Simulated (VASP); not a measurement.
# ZnS (R3m) in VASP: further runs, part 2 of 2

VASP 6.6.1. Earlier steps stand in the parts before.

**4. Single point, PBE**

This run uses another cell than the first one, of the same volume but with other edges.

Contents of INCAR:

```
PREC = Accurate ; ENCUT = 520
EDIFF = 1E-6 ; ISMEAR = 0
SIGMA = 0.05 ; LREAL = False
LASPH = True ; NELM = 60
ALGO = Normal ; ISIF = 2
LWAVE = False ; LCHARG = False
GGA = PE ; NBANDS = 16
```

Contents of KPOINTS:

```
regular mesh
0
Gamma
  10 10 10
```

Contents of POSCAR:

```
ZnS
1.0
    1.0575515504      3.3237334441      3.3237334441
    3.3237334441      1.0575515504      3.3237334441
    3.3237334441      3.3237334441      1.0575515504
Zn S
1 1
Direct
    0.0000000000      0.0000000000      0.0000000000
    0.7500000000      0.7500000000      0.7500000000
```

Started as:

```
cat potpaw_PBE.64/Zn/POTCAR potpaw_PBE.64/S/POTCAR > POTCAR
mpirun -np 1 vasp_std > vasp.out
```

It took 1.7 min on 1 thread of Intel Xeon 6975P-C, shared host; peak memory 0.24 GiB.

The run converged. Its results:

| Property | Result |
| --- | --- |
| Free energy | -4.8141 eV |
| Pressure | 20.0 GPa |
| Largest force | 1.165 eV/Å |
| Band gap on the k mesh | zero (band 9 reaches 3.62 eV, above the bottom of band 10 at 2.91 eV) |

Forces on the atoms (eV/Å):
```
Zn  -0.673 -0.673 -0.673
S    0.673  0.673  0.673
```

Stress tensor (GPa, compression positive):
```
 19.96 -10.75 -10.75
-10.75  19.96 -10.75
-10.75 -10.75  19.96
```

Levels at points of the mesh, in eV from the Fermi level:
| k point | band 7 | band 8 | band 9 | band 10 | band 11 | band 12 |
| --- | --- | --- | --- | --- | --- | --- |
| (0.00, 0.00, 0.00) | -4.18 | -1.40 | 0.29 | 0.29 | 6.44 | 8.24 |
| (0.50, 0.00, 0.00) | -6.33 | -2.92 | -1.42 | 1.04 | 4.64 | 6.18 |
| (0.50, 0.50, 0.00) | -6.14 | -3.53 | -1.57 | 1.04 | 4.61 | 5.71 |
| (0.50, 0.50, 0.50) | -6.10 | 0.21 | 0.21 | 2.71 | 6.31 | 8.35 |

Caveat: forces of over 1 eV/Å act on the atoms, so gaps and moduli don't describe the material at rest.

**5. Single point, PBE**

This run uses another cell than the first one, of the same volume but with other edges.

Contents of INCAR:

```
PREC     = Accurate       # precision mode
ENCUT    = 520            # plane-wave cutoff, eV
EDIFF    = 1E-6           # SCF threshold, eV
ISMEAR   = 0              # smearing method
SIGMA    = 0.05           # smearing width, eV
LREAL    = False          # projectors in reciprocal space
LASPH    = True           # aspherical terms in the spheres
NELM     = 80             # most SCF steps
ALGO     = Normal         # electronic algorithm
ISIF     = 2              # what is computed and relaxed
LWAVE    = False          # write WAVECAR
LCHARG   = False          # write CHGCAR
GGA      = PE             # functional
NBANDS   = 16             # bands
```

KPOINTS is that of step 4.

Contents of POSCAR:

```
ZnS
1.0
   -0.1293074470      2.6415664171      2.6415664171
    2.6415664171     -0.1293074470      2.6415664171
    2.6415664171      2.6415664171     -0.1293074470
Zn S
1 1
Direct
    0.0000000000      0.0000000000      0.0000000000
    0.7500000000      0.7500000000      0.7500000000
```

Potentials or basis: VASP PAW PBE potentials, release 64 (Zn, S).

Started as:

```
cat potpaw_PBE.64/Zn/POTCAR potpaw_PBE.64/S/POTCAR > POTCAR
mpirun -np 1 vasp_std > vasp.out
```

OUTCAR:

```text
PREC = Accurate
   ENCUT = 520
   EDIFF = 1E-6
   ISMEAR = 0
   LREAL = False
   LASPH = True
   NELM = 80
   ISIF = 2
   GGA = PE

 ion  position               nearest neighbor table
   1  0.000  0.000  0.000-   2 2.23   2 2.38   2 2.38   2 2.38
   2  0.750  0.750  0.750-   1 2.23   1 2.38   1 2.38   1 2.38

  LATTYP: Found a trigonal (rhomboedric) cell.
 ALAT       =     3.7379762824
 COS(alpha) =     0.4505091948

  Lattice vectors:

 A1 = (  -0.1293074470,   2.6415664171,   2.6415664171)
[... 625 lines left out ...]
      3      -4.0562      2.00000
      4      -3.9707      2.00000
      5      -3.7406      2.00000
      6      -3.7116      2.00000
[... 8 lines left out ...]
     15      15.4337      0.00000
     16      17.8003      0.00000

 [... further k-points ...]
[... 5 lines left out ...]
  --------------------------------------------------------------------------------------
  -------------------------------------------------------------------------------------
  Total        0.5470000      0.5470000      0.5470000      0.9098211      0.9098211      0.9098211
  in kB       22.1480081     22.1480081     22.1480081     36.8386199     36.8386199     36.8386199
  external PRESSURE =      22.1480081 kB  Pullay stress =       0.0000000 kB

 VOLUME and BASIS-vectors are now :
 -----------------------------------------------------------------------------
  energy-cutoff  :      520.00
  volume of cell :       39.57
      direct lattice vectors                 reciprocal lattice vectors
    -0.129307447  2.641566417  2.641566417    -0.175921107  0.184975870  0.184975870
     2.641566417 -0.129307447  2.641566417     0.184975870 -0.175921107  0.184975870
     2.641566417  2.641566417 -0.129307447     0.184975870  0.184975870 -0.175921107

 POSITION                                       TOTAL-FORCE (eV/Angst)
 -----------------------------------------------------------------------------------
      0.00000      0.00000      0.00000         0.366854      0.366854      0.366854
      3.86537      3.86537      3.86537        -0.366854     -0.366854     -0.366854
 -----------------------------------------------------------------------------------
    total drift:                                0.000118      0.000118      0.000118

  FREE ENERGIE OF THE ION-ELECTRON SYSTEM (eV)
  ---------------------------------------------------
  free  energy   TOTEN  =        -6.7846797855 eV

  energy  without entropy=       -6.7846797855  energy(sigma->0) =       -6.78467979
```

OSZICAR:

```text
N       E                     dE             d eps       ncg     rms          rms(c)
DAV:   1     0.906687984227E+02    0.90669E+02   -0.89432E+03  3712   0.136E+03
DAV:   2    -0.131313846063E+01   -0.91982E+02   -0.86093E+02  4256   0.263E+02
DAV:   3    -0.716108281761E+01   -0.58479E+01   -0.58223E+01  4608   0.643E+01
DAV:   4    -0.722387297797E+01   -0.62790E-01   -0.62777E-01  4608   0.694E+00
DAV:   5    -0.722462045450E+01   -0.74748E-03   -0.74745E-03  4784   0.720E-01    0.700E+00
DAV:   6    -0.680636122797E+01    0.41826E+00   -0.74852E-01  5608   0.303E+01    0.544E+00
DAV:   7    -0.678507600413E+01    0.21285E-01   -0.26073E-01  4616   0.457E+00    0.274E+00
DAV:   8    -0.678428820681E+01    0.78780E-03   -0.56185E-03  4704   0.899E-01    0.725E-01
DAV:   9    -0.678451971103E+01   -0.23150E-03   -0.12982E-03  4656   0.285E-01    0.992E-02
DAV:  10    -0.678468145422E+01   -0.16174E-03   -0.19959E-04  4656   0.114E-01    0.390E-02
DAV:  11    -0.678467879514E+01    0.26591E-05   -0.29335E-05  4376   0.592E-02    0.115E-02
DAV:  12    -0.678467978549E+01   -0.99034E-06   -0.36353E-06  4864   0.216E-02
   1 F= -.67846798E+01 E0= -.67846798E+01  d E =-.173687E-18
```

stdout:

```text
POSCAR found type information on POSCAR ZnS
 POSCAR found :  2 types and       2 ions
 scaLAPACK will be used
 LDA part: xc-table for (Slater+PW92), standard interpolation
 POSCAR, INCAR and KPOINTS ok, starting setup
 FFT: planning ... GRIDC
 FFT: planning ... GRID_SOFT
 FFT: planning ... GRID
 WAVECAR not read
 entering main loop
```

It took 48 s on 1 thread of Intel Xeon 6975P-C, shared host; peak memory 0.21 GiB.

Results:

| Item | Value |
| --- | --- |
| Free energy | -6.7847 eV |
| Pressure | 2.2 GPa |
| Largest force | 0.635 eV/Å |
| Band gap on the k mesh | 1.92 eV, direct |

Forces on the atoms (eV/Å):
```
Zn   0.367  0.367  0.367
S   -0.367 -0.367 -0.367
```

Levels at points of the mesh, in eV from the valence-band top:
```csv
k point,band 5,band 6,band 7,band 8,band 9,band 10,band 11,band 12,band 13,band 14
"(0.00, 0.00, 0.00)",-5.97,-5.97,-0.19,-0.19,0.00,1.92,5.95,5.95,7.09,11.68
"(0.50, 0.00, 0.00)",-5.95,-5.79,-5.36,-0.90,-0.86,3.32,6.59,7.29,8.64,12.11
"(0.50, 0.50, 0.00)",-5.90,-5.75,-4.67,-2.56,-2.06,3.17,4.10,10.52,11.68,12.13
"(0.50, 0.50, 0.50)",-5.94,-5.76,-5.38,-1.26,-1.26,2.77,6.49,6.49,8.89,11.98
```

**6. Single point, PBE**

This run uses another cell than the first one, of the same volume but with other edges.

Edit INCAR of step 5 so:

```diff
@@ -2,3 +2,3 @@
 ENCUT    = 520            # plane-wave cutoff, eV
-EDIFF    = 1E-6           # SCF threshold, eV
+EDIFF    = 1E-7           # SCF threshold, eV
 ISMEAR   = 0              # smearing method
@@ -7,3 +7,3 @@
 LASPH    = True           # aspherical terms in the spheres
-NELM     = 80             # most SCF steps
+NELM     = 100            # most SCF steps
 ALGO     = Normal         # electronic algorithm
```

KPOINTS is that of step 5.

Contents of POSCAR:

```
ZnS
1.0
    0.1405945702      2.7767427621      2.7767427621
    2.7767427621      0.1405945702      2.7767427621
    2.7767427621      2.7767427621      0.1405945702
Zn S
1 1
Direct
    0.0000000000      0.0000000000      0.0000000000
    0.7500000000      0.7500000000      0.7500000000
```

Potentials or basis: VASP PAW PBE potentials, release 64 (Zn, S).

Started as:

```
cat potpaw_PBE.64/Zn/POTCAR potpaw_PBE.64/S/POTCAR > POTCAR
mpirun -np 1 vasp_std > vasp.out
```

It took 75 s on 1 thread of Intel Xeon 6975P-C, shared host; peak memory 0.22 GiB.

The run converged. Its results:

| Quantity | Value |
| --- | --- |
| Free energy | -6.7858 eV |
| Pressure | 2.2 GPa |
| Largest force | 0.361 eV/Å |
| Band gap on the k mesh | 1.91 eV, direct |

Forces on the atoms (eV/Å):
```
Zn  -0.209 -0.209 -0.209
S    0.209  0.209  0.209
```

Stress tensor (GPa, compression positive):
```
 2.23 -3.19 -3.19
-3.19  2.23 -3.19
-3.19 -3.19  2.23
```

Levels at points of the mesh, in eV from the valence-band top:
```tsv
k point	band 6	band 7	band 8	band 9	band 10	band 11	band 12	band 13
(0.00, 0.00, 0.00)	-5.96	-0.35	0.00	0.00	1.91	5.75	6.66	6.66
(0.50, 0.00, 0.00)	-5.73	-5.38	-1.11	-1.01	3.03	6.40	7.09	8.79
(0.50, 0.50, 0.00)	-5.74	-4.67	-2.52	-2.07	3.19	4.11	10.44	11.79
(0.50, 0.50, 0.50)	-5.86	-5.29	-0.67	-0.67	3.68	7.16	7.16	8.41
```

**7. Overview**

| cell | gap on the mesh (eV) | pressure (GPa) | largest force (eV/Å) |
| --- | --- | --- | --- |
| a = 3.645 Å, angles 67.3°, 2 atoms | 1.73 | 5.2 | 2.00 |
| a = 4.093 Å, angles 52.2°, 2 atoms | 1.29 | 5.0 | 0.54 |
| a = 4.818 Å, angles 38.9°, 2 atoms | none | 20.0 | 1.17 |
| a = 3.738 Å, angles 63.2°, 2 atoms | 1.92 | 2.2 | 0.64 |
| a = 3.929 Å, angles 56.6°, 2 atoms | 1.91 | 2.2 | 0.36 |

Alike in all rows: task single point; level PBE; potentials or basis VASP PAW PBE potentials, release 64 (Zn, S); no spin polarisation; k mesh 10 × 10 × 10; cutoff (eV) 520; smearing gaussian 0.05 eV.

Caveats: forces of over 1 eV/Å act on the atoms, so gaps and moduli don't describe the material at rest (some runs).

Total energies depend on the potentials used, so only differences within one code and one set of settings carry meaning.
